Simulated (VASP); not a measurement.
# Pd (P-1) in VASP: further runs, part 2 of 2

VASP 6.6.1.

### 4 Single point, r2SCAN+D4

This run uses another cell than the first one, of 15.25 Å³/atom, 1.005 times its volume.

POSCAR reads:

```
Pd
1.0
    2.7150400000      0.0224700000      0.0080900000
   -1.3380600000      2.4184500000      0.0252600000
    0.0134500000      0.0562600000      4.6237900000
Pd
2
Direct
    0.6570866002      0.3293264317      0.7507775081
    0.3445300000      0.6663400000      0.2523500000
```

INCAR.step1 reads:

```
SYSTEM = Pd
PREC     = Accurate       ! precision mode
ENCUT    = 520            ! plane-wave cutoff, eV
ISMEAR   = 1              ! smearing method
SIGMA    = 0.1            ! smearing width, eV
LREAL    = .False.        ! projectors in reciprocal space
LASPH    = .True.         ! aspherical terms in the spheres
NELM     = 60             ! most SCF steps
NBANDS   = 17             ! bands
GGA      = PE             ! functional
ALGO     = Normal         ! electronic algorithm
EDIFF    = 1E-4           ! SCF threshold, eV
LWAVE    = .True.         ! write WAVECAR
LCHARG   = .False.        ! write CHGCAR
```

INCAR.step2 reads:

```
SYSTEM = Pd
PREC     = Accurate       ! precision mode
ENCUT    = 520            ! plane-wave cutoff, eV
EDIFF    = 1E-7           ! SCF threshold, eV
ISMEAR   = 1              ! smearing method
SIGMA    = 0.1            ! smearing width, eV
LREAL    = .False.        ! projectors in reciprocal space
LASPH    = .True.         ! aspherical terms in the spheres
NELM     = 60             ! most SCF steps
ALGO     = Normal         ! electronic algorithm
ISIF     = 2              ! what is computed and relaxed
LWAVE    = .False.        ! write WAVECAR
LCHARG   = .False.        ! write CHGCAR
METAGGA  = R2SCAN         ! meta-GGA
LMIXTAU  = .True.       
IVDW     = 13             ! dispersion correction
VDW_S6   = 1.0          
VDW_S8   = 0.6018749    
VDW_A1   = 0.51559235   
VDW_A2   = 5.77342911   
NBANDS   = 17             ! bands
ISTART   = 1
```

KPOINTS reads:

```
regular mesh
0
Gamma
  8 8 4
  0 0 0
```

Run with:

```
$ cat potpaw_PBE.64/Pd/POTCAR > POTCAR
$ cp INCAR.step1 INCAR
$ mpirun -np 1 vasp_std > vasp.out
$ cp INCAR.step2 INCAR
$ mpirun -np 1 vasp_std > vasp.out
```

It took 2 min on 1 thread of Intel Xeon 6975P-C (Granite Rapids), shared host; peak memory 0.19 GiB.

It converged, with:

```
Free energy                : -46.1147 eV
Pressure                   : -3.4 GPa
Largest force              : 0.123 eV/Å
Band gap on the k mesh     : zero (band 10 reaches 9.36 eV, above the bottom of band 11 at 8.41 eV)
Dispersion energy per atom : -0.164 eV
```

Forces in eV/Å, atoms in the order of the input:
```
Pd   0.075 -0.057  0.079
Pd  -0.075  0.057 -0.079
```

Stress tensor (GPa, compression positive):
```
-2.24 -1.07  0.03
-1.07 -5.30 -0.51
 0.03 -0.51 -2.56
```

Levels at points of the mesh, in eV from the Fermi level:
| k point | band 7 | band 8 | band 9 | band 10 | band 11 | band 12 | band 13 | band 14 |
| --- | --- | --- | --- | --- | --- | --- | --- | --- |
| (0.00, 0.00, 0.00) | -2.15 | -1.73 | -1.55 | -0.38 | -0.18 | 1.12 | 7.03 | 17.95 |
| (0.50, 0.00, 0.00) | -1.50 | -0.01 | 0.01 | 0.15 | 2.67 | 4.91 | 9.64 | 10.23 |
| (0.00, 0.50, 0.00) | -1.71 | -0.06 | -0.01 | 0.13 | 2.65 | 4.51 | 9.57 | 10.29 |
| (0.50, 0.50, 0.00) | -1.70 | -0.08 | 0.04 | 0.25 | 3.05 | 4.86 | 10.37 | 10.75 |
| (0.00, 0.00, 0.50) | -2.53 | -2.53 | -0.85 | -0.77 | -0.70 | -0.59 | 14.29 | 14.41 |
| (0.50, 0.00, 0.50) | -0.56 | -0.55 | 0.10 | 0.13 | 2.97 | 3.14 | 8.20 | 8.54 |
| (0.00, 0.50, 0.50) | -0.45 | -0.41 | 0.04 | 0.08 | 2.56 | 2.85 | 7.95 | 8.38 |
| (0.50, 0.50, 0.50) | -0.34 | -0.33 | 0.16 | 0.17 | 2.97 | 3.03 | 8.77 | 8.93 |

Caveat: the PAW data sets were made with another functional, which shifts forces and pressure a little; pairwise dispersion overbinds metals, which lowers pressure and volume.

### 5 Single point, r2SCAN+D4

This run uses another cell than the first one, of 15.25 Å³/atom, 1.005 times its volume.

Changes to POSCAR since step 4:

```diff
@@ -8,3 +8,3 @@
 Direct
-    0.6570866002      0.3293264317      0.7507775081
+    0.6541533998      0.3293535683      0.7507824919
     0.3445300000      0.6663400000      0.2523500000
```

INCAR.step1 reads:

```
PREC     = Accurate       # precision mode
ENCUT    = 520            # plane-wave cutoff, eV
ISMEAR   = 1              # smearing method
SIGMA    = 0.1            # smearing width, eV
LREAL    = F              # projectors in reciprocal space
LASPH    = T              # aspherical terms in the spheres
NELM     = 100            # most SCF steps
NBANDS   = 17             # bands
GGA      = PE             # functional
ALGO     = Normal         # electronic algorithm
EDIFF    = 1E-4           # SCF threshold, eV
LWAVE    = T              # write WAVECAR
LCHARG   = F              # write CHGCAR
```

INCAR.step2 reads:

```
PREC     = Accurate       # precision mode
ENCUT    = 520            # plane-wave cutoff, eV
EDIFF    = 1E-6           # SCF threshold, eV
ISMEAR   = 1              # smearing method
SIGMA    = 0.1            # smearing width, eV
LREAL    = F              # projectors in reciprocal space
LASPH    = T              # aspherical terms in the spheres
NELM     = 100            # most SCF steps
ALGO     = Normal         # electronic algorithm
ISIF     = 2              # what is computed and relaxed
LWAVE    = F              # write WAVECAR
LCHARG   = T              # write CHGCAR
METAGGA  = R2SCAN         # meta-GGA
LMIXTAU  = T            
IVDW     = 13             # dispersion correction
VDW_S6   = 1.0          
VDW_S8   = 0.6018749    
VDW_A1   = 0.51559235   
VDW_A2   = 5.77342911   
LELF     = T              # ELF
LVHAR    = T            
NBANDS   = 17             # bands
ISTART   = 1
```

KPOINTS reads:

```
regular mesh
0
Gamma
  8 8 4
```

Run with:

```
$ cat potpaw_PBE.64/Pd/POTCAR > POTCAR
$ cp INCAR.step1 INCAR
$ mpirun -np 1 vasp_std > vasp.out
$ cp INCAR.step2 INCAR
$ mpirun -np 1 vasp_std > vasp.out
```

Wall time 2.2 min (1 thread of Intel Xeon 6975P-C (Granite Rapids), shared host); peak memory 0.19 GiB.

The run converged. Its results:

```yaml
Free_energy: -46.1140 eV
Pressure: -3.4 GPa
Largest_force: 0.128 eV/Å
Band_gap_on_the_k_mesh: zero (band 10 reaches 9.36 eV, above the bottom of band 11 at 8.41 eV)
Dispersion_energy_per_atom: -0.164 eV
```

Forces in eV/Å, atoms in the order of the input:
```
Pd   0.082 -0.059  0.079
Pd  -0.082  0.059 -0.079
```

Stress tensor (GPa, compression positive):
```
-2.23 -1.15  0.05
-1.15 -5.32 -0.51
 0.05 -0.51 -2.52
```

Levels at points of the mesh, in eV from the Fermi level:
```
           k point  band 7  band 8  band 9  band 10  band 11  band 12  band 13  band 14
(0.00, 0.00, 0.00)   -2.15   -1.74   -1.54    -0.39    -0.17     1.12     7.03    17.95
(0.50, 0.00, 0.00)   -1.49   -0.01    0.01     0.15     2.65     4.93     9.61    10.20
(0.00, 0.50, 0.00)   -1.71   -0.06   -0.01     0.13     2.65     4.51     9.57    10.29
(0.50, 0.50, 0.00)   -1.72   -0.09    0.04     0.25     3.07     4.84    10.40    10.78
(0.00, 0.00, 0.50)   -2.53   -2.52   -0.85    -0.77    -0.70    -0.59    14.29    14.41
(0.50, 0.00, 0.50)   -0.58   -0.57    0.09     0.13     2.99     3.16     8.18     8.52
(0.00, 0.50, 0.50)   -0.45   -0.40    0.04     0.08     2.56     2.85     7.95     8.38
(0.50, 0.50, 0.50)   -0.32   -0.32    0.16     0.17     2.95     3.02     8.79     8.95
```

Caveat: the PAW data sets were made with another functional, which shifts forces and pressure a little; pairwise dispersion overbinds metals, which lowers pressure and volume.

### 6 Single point, r2SCAN+D4

This run uses another cell than the first one, of 15.25 Å³/atom, 1.005 times its volume.

Changes to POSCAR since step 5:

```diff
@@ -8,3 +8,3 @@
 Direct
-    0.6541533998      0.3293535683      0.7507824919
+    0.6614864009      0.3292857267      0.7507700324
     0.3445300000      0.6663400000      0.2523500000
```

INCAR.step1 reads:

```
PREC = Accurate ; ENCUT = 520
ISMEAR = 1 ; SIGMA = 0.1
LREAL = False ; LASPH = True
NELM = 100 ; NBANDS = 17
GGA = PE ; ALGO = Normal
EDIFF = 1E-4 ; LWAVE = True
LCHARG = False
```

INCAR.step2 reads:

```
PREC = Accurate ; ENCUT = 520
EDIFF = 1E-7 ; ISMEAR = 1
SIGMA = 0.1 ; LREAL = False
LASPH = True ; NELM = 100
ALGO = Normal ; ISIF = 2
LWAVE = False ; LCHARG = False
METAGGA = R2SCAN ; LMIXTAU = True
IVDW = 13 ; VDW_S6 = 1.0
VDW_S8 = 0.6018749 ; VDW_A1 = 0.51559235
VDW_A2 = 5.77342911 ; NBANDS = 17
ISTART = 1
```

KPOINTS is that of step 5.

Potentials or basis: VASP PAW PBE potentials, release 64 (Pd).

Run with:

```
$ cat potpaw_PBE.64/Pd/POTCAR > POTCAR
$ cp INCAR.step1 INCAR
$ mpirun -np 1 vasp_std > vasp.out
$ cp INCAR.step2 INCAR
$ mpirun -np 1 vasp_std > vasp.out
```

It took 2.1 min on 1 thread of Intel Xeon 6975P-C (Granite Rapids), shared host; peak memory 0.19 GiB.

It converged, with:

| Quantity | Value |
| --- | --- |
| Free energy | -46.1155 eV |
| Pressure | -3.4 GPa |
| Largest force | 0.116 eV/Å |
| Band gap on the k mesh | zero (band 10 reaches 9.35 eV, above the bottom of band 11 at 8.42 eV) |
| Dispersion energy per atom | -0.164 eV |

Forces in eV/Å, atoms in the order of the input:
```
Pd   0.065 -0.053  0.079
Pd  -0.065  0.053 -0.079
```

Stress tensor (GPa, compression positive):
```
-2.26 -0.95  0.01
-0.95 -5.28 -0.51
 0.01 -0.51 -2.61
```

Levels at points of the mesh, in eV from the Fermi level:
```csv
k point,band 7,band 8,band 9,band 10,band 11,band 12,band 13,band 14
"(0.00, 0.00, 0.00)",-2.15,-1.71,-1.57,-0.36,-0.20,1.12,7.03,17.95
"(0.50, 0.00, 0.00)",-1.53,-0.02,0.00,0.15,2.70,4.88,9.68,10.28
"(0.00, 0.50, 0.00)",-1.71,-0.06,0.00,0.13,2.65,4.51,9.57,10.29
"(0.50, 0.50, 0.00)",-1.67,-0.08,0.05,0.24,3.02,4.89,10.32,10.70
"(0.00, 0.00, 0.50)",-2.53,-2.53,-0.84,-0.77,-0.69,-0.59,14.29,14.41
"(0.50, 0.00, 0.50)",-0.54,-0.53,0.10,0.13,2.94,3.12,8.22,8.57
"(0.00, 0.50, 0.50)",-0.45,-0.41,0.04,0.08,2.56,2.85,7.96,8.38
"(0.50, 0.50, 0.50)",-0.36,-0.36,0.16,0.17,2.99,3.06,8.75,8.91
```

Caveat: the PAW data sets were made with another functional, which shifts forces and pressure a little; pairwise dispersion overbinds metals, which lowers pressure and volume.
